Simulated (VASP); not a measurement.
# C (a cell with a defect) in VASP: settings compared

The runs below take C (a cell with a defect) through single point, with PBE, LDA.

Everything below comes from runs of VASP 6.6.1. Logs are shortened: lines on timing, memory, paths and dates and some standing lists are left out, and cuts for length are marked.

**1. The cell of the first run**

The cell holds a defect, 33 atoms: a = 6.186 Å, b = 6.186 Å, c = 6.186 Å, α = 109.47°, β = 109.47°, γ = 109.47°.

**2. Single point, PBE**

File INCAR:

```
SYSTEM = C
  ALGO = Normal
  EDIFF = 1E-6
  ENCUT = 520
  GGA = PE
  GGA_COMPAT = .False.
  ISIF = 2
  ISMEAR = -1
  LASPH = .True.
  LCHARG = .False.
  LREAL = Auto
  LWAVE = .False.
  NBANDS = 88
  NELM = 120
  PREC = Accurate
  SIGMA = 0.01
```

File KPOINTS:

```
Automatic mesh
0
Gamma
  1 1 1
  0.25 0.25 0.25
```

File POSCAR:

```
C
1.0
   -3.5716218700      3.5716218700      3.5716218700
    3.5716218700     -3.5716218700      3.5716218700
    3.5716218700      3.5716218700     -3.5716218700
C
33
Direct
   -0.0126753340     -0.0401375076     -0.0246130479
   -0.0040606202      0.2517367551      0.7635193756
   -0.0056943318      0.5063751332      0.5070260979
   -0.0046030909      0.7545478212      0.2498654764
    0.2513766946      0.0016883086      0.7452789228
    0.2343711150      0.2692517671      0.5318786728
    0.2662783281      0.5481429925      0.2848333438
    0.2492545494      0.7446240383      0.0002451267
    0.5046841647      0.0183244482      0.5057030295
    0.5132479212      0.2388155944      0.2223862237
    0.5052614934      0.5052151559      0.0090965677
    0.5063119966      0.7634546991      0.7619850586
    0.7545994784      0.0028722245      0.2573857294
    0.7625243094      0.2563227669      0.0015406166
    0.7381099108      0.4897527128      0.7437229070
    0.7460277423      0.7535222367      0.4981721371
   -0.0049337530     -0.0070616378      0.7428745530
   -0.0100231775      0.2572331376      0.5202973796
    0.0006677639      0.5150821019      0.2594679767
   -0.0131622276      0.7270226509     -0.0130569533
    0.2468116817      0.0099885994      0.4984535219
    0.2502526954      0.1643992621      0.1638754105
    0.2538118628      0.5023205326      0.0130962912
    0.2503135921      0.7540438484      0.7536452900
    0.5055232793     -0.0014592810      0.2477734296
    0.5138084508      0.2508308641     -0.0099202831
    0.4999914787      0.5095538011      0.7643961481
    0.5106337027      0.7810567864      0.5171490900
    0.7614556073      0.0057277900      0.0088069233
    0.7503161302      0.2540371106      0.7536237312
    0.7391489346      0.4980776422      0.4941596743
    0.7503224298      0.7540395087      0.2536396721
    0.2505571789      0.3437758936      0.3435064082
```

Potentials or basis: VASP PAW PBE potentials, release 64 (C).

The run is started by

```
> cat potpaw_PBE.64/C/POTCAR > POTCAR
> mpirun -np 1 vasp_std > vasp.out
```

OUTCAR:

```text
SYSTEM = C
   EDIFF = 1E-6
   ENCUT = 520
   GGA = PE
   ISIF = 2
   ISMEAR = -1
   LASPH = .True.
   LREAL = Auto
   NELM = 120
   PREC = Accurate

 ion  position               nearest neighbor table
   1  0.987  0.960  0.975-  22 1.41  20 1.46  17 1.53  29 1.58
   2  0.996  0.252  0.764-  18 1.50  30 1.51  17 1.56  23 1.56
   3  0.994  0.506  0.507-  31 1.54  24 1.55  18 1.56  19 1.56
   4  0.995  0.755  0.250-  19 1.51  32 1.52  21 1.56  20 1.56
   5  0.251  0.002  0.745-  21 1.54  24 1.55  26 1.56  17 1.56
   6  0.234  0.269  0.532-  33 1.41  18 1.46  27 1.53  21 1.58
[... 13 lines left out ...]
  20  0.987  0.727  0.987-   1 1.46  15 1.50   4 1.56   8 1.56
  21  0.247  0.010  0.498-   5 1.54   4 1.56   9 1.56   6 1.58
  22  0.250  0.164  0.164-  33 1.28   1 1.41  10 1.41
  23  0.254  0.502  0.013-   8 1.54  11 1.56   2 1.56   7 1.58
  24  0.250  0.754  0.754-   5 1.55  12 1.55   8 1.55   3 1.55
  25  0.506  0.999  0.248-  13 1.51  10 1.53   9 1.56   8 1.56
  26  0.514  0.251  0.990-  10 1.46  14 1.50  11 1.56   5 1.56
  27  0.500  0.510  0.764-  11 1.51   6 1.53  15 1.56  12 1.56
  28  0.511  0.781  0.517-   7 1.46   9 1.50  16 1.56  12 1.56
  29  0.761  0.006  0.009-  12 1.54  13 1.56  14 1.56   1 1.58
  30  0.750  0.254  0.754-  15 1.51  14 1.51   9 1.51   2 1.51
  31  0.739  0.498  0.494-   3 1.54  16 1.56  15 1.56  10 1.58
  32  0.750  0.754  0.254-  16 1.52  11 1.52  13 1.52   4 1.52
  33  0.251  0.344  0.344-  22 1.28   6 1.41   7 1.41

  LATTYP: Found a body centered cubic cell.
 ALAT       =     7.1432437400

  Lattice vectors:

 A1 = (  -3.5716218700,   3.5716218700,   3.5716218700)
 A2 = (   3.5716218700,  -3.5716218700,   3.5716218700)
 A3 = (   3.5716218700,   3.5716218700,  -3.5716218700)

Analysis of symmetry for initial positions (statically):
=====================================================================
 Subroutine PRICEL returns:
 Original cell was already a primitive cell.

 Routine SETGRP: Setting up the symmetry group for a
 body centered cubic supercell.

 Subroutine GETGRP returns: Found  1 space group operations
 (whereof  1 operations were pure point group operations)
 out of a pool of 48 trial point group operations.

The static configuration has the point symmetry C_1 .

Analysis of symmetry for dynamics (positions and initial velocities):
=====================================================================
 Subroutine PRICEL returns:
 Original cell was already a primitive cell.

 Routine SETGRP: Setting up the symmetry group for a
 body centered cubic supercell.

 Subroutine GETGRP returns: Found  1 space group operations
 (whereof  1 operations were pure point group operations)
 out of a pool of 48 trial point group operations.

The dynamic configuration has the point symmetry C_1 .

 Subroutine INISYM returns: Found  1 space group operations
 (whereof  1 operations are pure point group operations),
 and found     1 'primitive' translations

----------------------------------------------------------------------------------------

                                     Primitive cell

  volume of cell :     182.2453

  direct lattice vectors                    reciprocal lattice vectors
    -3.571621870  3.571621870  3.571621870     0.000000000  0.139992423  0.139992423
     3.571621870 -3.571621870  3.571621870     0.139992423  0.000000000  0.139992423
     3.571621870  3.571621870 -3.571621870     0.139992423  0.139992423  0.000000000

  length of vectors
     6.186230544  6.186230544  6.186230544     0.197979183  0.197979183  0.197979183

  position of ions in fractional coordinates (direct lattice)
     0.987324666  0.959862492  0.975386952
     0.995939380  0.251736755  0.763519376
     0.994305668  0.506375133  0.507026098
     0.995396909  0.754547821  0.249865476
     0.251376695  0.001688309  0.745278923
     0.234371115  0.269251767  0.531878673
[... 25 lines left out ...]
     0.750322430  0.754039509  0.253639672
     0.250557179  0.343775894  0.343506408

  ion indices of the primitive-cell ions
   primitive index   ion index
                 1           1
                 2           2
                 3           3
                 4           4
                 5           5
                 6           6
[... 25 lines left out ...]
                32          32
                33          33

----------------------------------------------------------------------------------------

 KPOINTS: Automatic mesh

Automatic generation of k-mesh.
 Grid dimensions read from file:
 generate k-points for:    1    1    1

 Generating k-lattice:

  Cartesian coordinates                     Fractional coordinates (reciprocal lattice)
     0.000000000  0.139992423  0.139992423     1.000000000  0.000000000  0.000000000
     0.139992423  0.000000000  0.139992423     0.000000000  1.000000000  0.000000000
     0.139992423  0.139992423  0.000000000     0.000000000  0.000000000  1.000000000

  Length of vectors
     0.197979183  0.197979183  0.197979183

  Shift w.r.t. Gamma in fractional coordinates (k-lattice)
     0.250000000  0.250000000  0.250000000

 Subroutine IBZKPT returns following result:
 ===========================================

 Found      1 irreducible k-points:

 Following reciprocal coordinates:
            Coordinates               Weight
  0.250000  0.250000  0.250000      2.000000
   k-points           NKPTS =      1   k-points in BZ     NKDIM =      1   number of bands    NBANDS=     88
   number of dos      NEDOS =    301   number of ions     NIONS =     33
   total plane-waves  NPLWV = 110592
   dimension x,y,z NGX =    48 NGY =   48 NGZ =   48
   dimension x,y,z NGXF=    96 NGYF=   96 NGZF=   96
   ions per type =              33
   NGX,Y,Z   is equivalent  to a cutoff of  12.90, 12.90, 12.90 a.u.
   NGXF,Y,Z  is equivalent  to a cutoff of  25.80, 25.80, 25.80 a.u.
 SYSTEM =  C
   PREC   = accura    normal or accurate (medium, high low for compatibility)
   ISTART =      0    job   : 0-new  1-cont  2-samecut
   ICHARG =      2    charge: 1-file 2-atom 10-const
   ISPIN  =      1    spin polarized calculation?
   LNONCOLLINEAR =      F non collinear calculations
   LSORBIT =      F    spin-orbit coupling
   LASPH  =      T    aspherical Exc in radial PAW
   ENCUT  =  520.0 eV  38.22 Ry    6.18 a.u.  11.50 11.50 11.50*2*pi/ulx,y,z
   NELM   =    120;   NELMIN=  2; NELMDL= -5     # of ELM steps
   EDIFF  = 0.1E-05   stopping-criterion for ELM
   LREAL  =      T    real-space projection
   EDIFFG = 0.1E-04   stopping-criterion for IOM
   NSW    =      0    number of steps for IOM
   IBRION =     -1    ionic relax: 0-MD 1-quasi-New 2-CG
   NFREE  =      0    steps in history (QN), initial steepest desc. (CG)
   ISIF   =      2    stress and relaxation
   ISYM   =      2    0-nonsym 1-usesym 2-fastsym
   POTIM  = 0.5000    time-step for ionic-motion
   TEBEG  =    0.0;   TEEND  =   0.0 temperature during run
   PSTRESS=    0.0 pullay stress
   NELECT =     132.0000    total number of electrons
   NUPDOWN=      -1.0000    fix difference up-down
   EMIN   =  10.00;   EMAX   =-10.00  energy-range for DOS
   EFERMI =   0.00;   METHOD = LEGACY
   ISMEAR =    -1;   SIGMA  =   0.01  broadening in eV -4-tet -1-fermi 0-gaus
   EFERMI_NEDOS =   21; number of points for ismear=-14 and -15
   IALGO  =     38    algorithm
   IMIX   =      4    mixing-type and parameters
     AMIX     =   0.40;   BMIX     =  1.00
     AMIX_MAG =   1.60;   BMIX_MAG =  1.00
  volume/ion in A,a.u.               =       5.52        37.27
  Fermi-wavevector in a.u.,A,eV,Ry     =   1.470214  2.778302 29.409406  2.161530
  Thomas-Fermi vector in A             =   2.585498
   LORBIT       =      0    0 simple, 1 ext, 2 COOP (PROOUT), +10 PAW based schemes
   GGA     = PE    functional components
   LHFCALC =     F    Hartree Fock is set to
   AEXX    =    0.0000 exact exchange contribution
   IVDW    =     0    specifies the selected vdW correction
   LEPSILON=     F    determine dielectric tensor
   LRPA    =     F    only Hartree local field effects (RPA)
 non-spin polarized calculation
  energy-cutoff  :      520.00
  volume of cell :      182.25
 maximum number of plane-waves:      4904
 NGX is ok and might be reduce to    48
   NGX = 23   NGY = 23   NGZ = 23

 number of electron     132.0000001 magnetization

 Free energy of the ion-electron system (eV)
  ---------------------------------------------------
  ext. energy  EPLUGINS =         0.00000000
  ---------------------------------------------------
  free energy    TOTEN  =      -287.28432747 eV

  energy without entropy =     -287.28432747  energy(sigma->0) =     -287.28432747

 E-fermi :  11.7752     XC(G=0): -13.3788

 val. band max:       11.5366073610   @ k =   0.2500   0.2500   0.2500
 cond. band min:      12.4055647848   @ k =   0.2500   0.2500   0.2500
 fundamental gap:      0.8689574237
 Fermi energy:        11.7751878792

 k-point     1 :       0.2500    0.2500    0.2500
  band No.  band energies     occupation
      1     -10.3119      2.00000
      2     -10.1027      2.00000
      3     -10.0337      2.00000
      4     -10.0046      2.00000
      5      -6.3158      2.00000
      6      -6.1932      2.00000
[... 70 lines left out ...]
     77      16.9884      0.00000
     78      17.0525      0.00000
 [bands above 78 left out]

------------------------ aborting loop because EDIFF is reached ----------------------------------------

  FORCE on cell =-STRESS in cart. coord.  units (eV):
  Direction    XX          YY          ZZ          XY          YZ          ZX
  --------------------------------------------------------------------------------------
  -------------------------------------------------------------------------------------
  Total       55.6039325      2.7127496     30.1699397      0.0384117     -0.0107376     -0.0089982
  in kB      488.8320563     23.8486539    265.2336444      0.3376893     -0.0943975     -0.0791059
  external PRESSURE =     259.3047849 kB  Pullay stress =       0.0000000 kB

 VOLUME and BASIS-vectors are now :
 -----------------------------------------------------------------------------
  energy-cutoff  :      520.00
  volume of cell :      182.25
      direct lattice vectors                 reciprocal lattice vectors
    -3.571621870  3.571621870  3.571621870     0.000000000  0.139992423  0.139992423
     3.571621870 -3.571621870  3.571621870     0.139992423  0.000000000  0.139992423
     3.571621870  3.571621870 -3.571621870     0.139992423  0.139992423  0.000000000

 POSITION                                       TOTAL-FORCE (eV/Angst)
 -----------------------------------------------------------------------------------
      3.38563      3.58180      3.47090         0.011673     -0.031101     -0.018427
      0.06899      5.38501      1.72922         0.001033      0.014701     -0.000862
      0.06820      3.55361      3.54896        -0.004464     -0.001009      0.000263
      0.03220      1.75265      5.35772         0.010501     -0.010500      0.014870
      1.77006      3.55365     -1.75800         0.000377     -0.003596      0.002334
      2.02425      1.77509     -0.10092        -0.008208      0.030101     -0.022208
[... 25 lines left out ...]
      0.91918      0.89263      4.46711         0.010760     -0.000622      0.000429
      1.55982      0.89393      0.89586         0.064442     -0.017338     -0.001445
 -----------------------------------------------------------------------------------
    total drift:                                0.031122      0.019594      0.001838

  FREE ENERGIE OF THE ION-ELECTRON SYSTEM (eV)
  ---------------------------------------------------
  free  energy   TOTEN  =      -287.2843274747 eV

  energy  without entropy=     -287.2843274747  energy(sigma->0) =     -287.28432747
```

Run time: 28 s. Hardware: 1 thread of Intel Xeon 6975P-C (Granite Rapids), shared host; peak memory 0.29 GiB.

Results:

- Free energy: -287.2843 eV
- Pressure: 25.9 GPa
- Largest force: 0.077 eV/Å
- Band gap on the k mesh: 0.87 eV

Forces on the atoms (eV/Å):
```
C    0.012 -0.031 -0.018
C    0.001  0.015 -0.001
C   -0.004 -0.001  0.000
C    0.011 -0.011  0.015
C    0.000 -0.004  0.002
C   -0.008  0.030 -0.022
C   -0.004 -0.026  0.023
C    0.000  0.000 -0.004
C    0.002 -0.013  0.000
C    0.005  0.034  0.011
C    0.009  0.009 -0.016
C   -0.007  0.000  0.000
C    0.004  0.010  0.011
C   -0.005  0.023  0.004
C   -0.004 -0.018 -0.007
C   -0.002 -0.010 -0.010
C    0.002 -0.002  0.015
C    0.002 -0.019 -0.006
C   -0.005  0.002 -0.011
C   -0.007  0.025 -0.008
C   -0.003 -0.007  0.011
C   -0.077  0.007  0.001
C    0.001  0.006 -0.008
C    0.008  0.000 -0.001
C    0.000 -0.001 -0.010
C   -0.006 -0.022  0.012
C   -0.006 -0.003  0.013
C    0.002  0.022  0.007
C   -0.004  0.014  0.014
C    0.011  0.001  0.000
C    0.000 -0.015 -0.013
C    0.011 -0.001  0.000
C    0.064 -0.017 -0.001
```

Levels at points of the mesh, in eV from the valence-band top:
```csv
k point,band 63,band 64,band 65,band 66,band 67,band 68,band 69,band 70
"(0.25, 0.25, 0.25)",-3.31,-3.13,-3.11,0.00,0.87,3.80,3.93,3.98
```

Caveat: the k points lie up to 1.24 Å⁻¹ apart.

**3. Single point, LDA**

File INCAR:

```
PREC = Accurate
ENCUT = 520
EDIFF = 1E-6
ISMEAR = -1
SIGMA = 0.01
LREAL = Auto
LASPH = True
NELM = 120
ALGO = Normal
ISIF = 2
LWAVE = False
LCHARG = False
NBANDS = 88
GGA_COMPAT = False
```

KPOINTS is that of step 2.

File POSCAR:

```
C
1.0
   -3.5716218700      3.5716218700      3.5716218700
    3.5716218700     -3.5716218700      3.5716218700
    3.5716218700      3.5716218700     -3.5716218700
C
33
Direct
   -0.0126753600     -0.0401374600     -0.0246130600
   -0.0040606100      0.2517367800      0.7635194300
   -0.0056943900      0.5063750100      0.5070260400
   -0.0046031600      0.7545478600      0.2498654500
    0.2513765900      0.0016882100      0.7452788100
    0.2343711200      0.2692516600      0.5318787000
    0.2662783500      0.5481430600      0.2848333300
    0.2492545900      0.7446240700      0.0002450700
    0.5046841400      0.0183245100      0.5057030700
    0.5132478200      0.2388155200      0.2223861600
    0.5052615200      0.5052151400      0.0090965400
    0.5063119900      0.7634546900      0.7619850200
    0.7545995100      0.0028721400      0.2573857100
    0.7625242700      0.2563228500      0.0015406000
    0.7381099300      0.4897526200      0.7437229100
    0.7460278200      0.7535222500      0.4981721600
   -0.0049336700     -0.0070615200      0.7428746500
   -0.0100231000      0.2572332700      0.5202974500
    0.0006677400      0.5150820300      0.2594679900
   -0.0131622000      0.7270226600     -0.0130568400
    0.2468116100      0.0099884900      0.4984534700
    0.2502525900      0.1643992000      0.1638753800
    0.2538119900      0.5023206200      0.0130963900
    0.2503136000      0.7540437400      0.7536452700
    0.5055232600     -0.0014593400      0.2477733600
    0.5138084100      0.2508308600     -0.0099203400
    0.4999914900      0.5095539100      0.7643961800
    0.5106338000      0.7810568900      0.5171491700
    0.7614555700      0.0057277300      0.0088068300
    0.7503162000      0.2540371500      0.7536237800
    0.7391489200      0.4980776200      0.4941597200
    0.7503223400      0.7540393900      0.2536395800
    0.2505572900      0.3437760000      0.3435065200
```

Potentials or basis: VASP PAW LDA potentials, release 64 (C).

The run is started by

```
> cat potpaw_LDA.64/C/POTCAR > POTCAR
> mpirun -np 1 vasp_std > vasp.out
```

Run time: 20 s. Hardware: 1 thread of Intel Xeon 6975P-C (Granite Rapids), shared host; peak memory 0.24 GiB.

Results (log left out):

* Free energy: -321.7354 eV
* Pressure: 11.2 GPa
* Largest force: 0.037 eV/Å
* Band gap on the k mesh: 0.85 eV

Forces in eV/Å, atoms in the order of the input:
```
C    0.014  0.029  0.016
C   -0.005 -0.009  0.008
C    0.004 -0.002 -0.006
C   -0.003 -0.002 -0.007
C   -0.008 -0.005  0.008
C   -0.010 -0.030  0.013
C   -0.006  0.035 -0.012
C   -0.009  0.001 -0.010
C   -0.004  0.011 -0.009
C    0.007 -0.026 -0.023
C   -0.004  0.000  0.006
C    0.001  0.002  0.006
C    0.017  0.001 -0.011
C    0.001 -0.002 -0.005
C    0.002  0.006  0.002
C    0.011 -0.001  0.011
C   -0.003  0.004 -0.010
C   -0.007 -0.001  0.020
C    0.000  0.008  0.014
C    0.003  0.006  0.018
C    0.016  0.013 -0.010
C    0.005  0.008  0.001
C    0.020 -0.014  0.013
C    0.008  0.000 -0.001
C   -0.004 -0.007  0.014
C    0.003 -0.003 -0.014
C   -0.001 -0.009 -0.012
C   -0.007  0.003 -0.018
C   -0.023 -0.006 -0.007
C    0.010  0.001  0.000
C   -0.020  0.005  0.009
C    0.010 -0.001  0.000
C   -0.017 -0.018 -0.002
```

Stress tensor (GPa, compression positive):
```
 34.03   0.03  -0.01
  0.03 -12.15  -0.01
 -0.01  -0.01  11.81
```

Levels at points of the mesh, in eV from the valence-band top:
```tsv
k point	band 62	band 63	band 64	band 65	band 66	band 67	band 68	band 69	band 70	band 71
(0.25, 0.25, 0.25)	-3.34	-3.29	-3.11	-3.08	0.00	0.85	3.77	3.90	3.95	4.06
```

Caveat: the k points lie up to 1.24 Å⁻¹ apart.
